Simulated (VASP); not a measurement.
Crystal: Si2Te4S.

```xyz
7
Lattice="3.8046 -0.0023 0.0069 -1.9043 3.3792 -0.0115 0.0257 -0.0343 14.4204" Properties=species:S:1:pos:R:3 pbc="T T T"
Si   -0.0046   -0.0287    3.7884
Si    3.8781    0.0007   10.5872
Te    1.8848    1.1116    5.2832
Te   -0.0493    2.2738    1.9691
Te    1.8993    1.0394   12.4973
Te    0.0313    2.2238    9.1487
S     0.0683   -0.0062   14.4054
```

```yaml
Program: VASP 6.6.1
Task: relaxation of cell and atoms
Functional: PBE
Potentials_or_basis: VASP PAW PBE potentials, release 64 (Si, Te, S)
Cutoff: 600 eV
k_mesh: 6 × 6 × 2
Occupations: gaussian, width 0.2 eV
Spin: no spin polarisation
```

At the start: pressure 0.9 GPa; volume 26.48 Å³/atom.

Problem. Where does the relaxation end?

Solution. Over 47 steps the energy falls by 69.8 meV/atom and the volume is 27.89 Å³/atom (+5.4 %); space group Cm (No. 8, to 0.1 Å) before, P-1 (No. 2, to 0.1 Å).

Step by step:
```tsv
step	energy change (eV)	largest force (eV/Å)	pressure (GPa)	volume (Å³)
1	0.0000	0.9796	0.90	185.33
3	-0.0817	0.2480	-0.98	189.30
5	-0.1156	0.2440	0.40	183.57
7	-0.1868	0.4675	0.77	182.49
9	-0.2585	0.4667	-0.59	188.83
11	-0.3196	0.3053	0.75	186.59
13	-0.3867	0.2348	-0.36	190.83
15	-0.4037	0.2283	-0.23	190.22
17	-0.4338	0.1627	0.10	188.34
19	-0.4543	0.1580	0.11	188.45
21	-0.4594	0.1099	0.10	189.04
23	-0.4671	0.0928	-0.04	191.12
25	-0.4709	0.0773	-0.07	191.37
27	-0.4736	0.0886	-0.05	191.26
29	-0.4769	0.0538	0.14	191.07
31	-0.4808	0.0499	-0.03	192.49
33	-0.4820	0.0660	-0.04	193.05
35	-0.4845	0.0486	0.14	193.29
37	-0.4863	0.0581	-0.10	194.76
39	-0.4871	0.0436	0.03	194.60
41	-0.4877	0.0734	0.01	195.08
43	-0.4882	0.0279	-0.05	195.22
45	-0.4884	0.0259	0.07	194.97
47	-0.4887	0.0207	0.04	195.25
```

Final structure:
```xyz
7
Lattice="3.8613 -0.0007 0.0146 -1.9326 3.4297 0.4497 0.0546 1.7973 14.9847" Properties=species:S:1:pos:R:3 pbc="T T T"
Si   -0.0138    0.7770    3.7768
Si    1.9986    4.4482   11.6710
Te    1.9095    1.6369    5.4477
Te   -0.0092    3.2549    2.3963
Te    1.9924    1.9718   13.0519
Te    0.0737    3.5878   10.0023
S     3.8598    0.0017    0.0156
```
